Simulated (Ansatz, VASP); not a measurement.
# Two plane-wave programs on PbS

```xyz
2
Lattice="0.0000 3.0637 3.0637 3.0637 0.0000 3.0637 3.0637 3.0637 0.0000" Properties=species:S:1:pos:R:3 pbc="T T T"
Pb    0.0000    0.0000    0.0000
S     3.0637    3.0637    3.0637
```

Alike in both runs: task single point; functional PBE; dispersion D3(BJ); k mesh 10 × 10 × 10; occupations gaussian, width 0.02 eV; no spin polarisation.

|  | VASP | Ansatz |
| --- | --- | --- |
| version | VASP 6.6.1 | Ansatz 0.2.0 |
| potentials or method | VASP PAW PBE potentials, release 64 (Pb_d, S), cutoff 520 eV | scalar-relativistic, plane waves, PAW |
| valence electrons in the cell | 20 | 20 |

```tsv
	VASP	Ansatz	Ansatz less VASP
gap on the k mesh at the Fermi level (eV)	0.67	0.67	-0.006
least direct gap on the mesh (eV)	0.67	0.67	-0.006
pressure (GPa)	-3.8	-3.7	+0.07
```

Ansatz's warnings: dispersion switch in reach.

Neither program's run includes spin-orbit coupling.
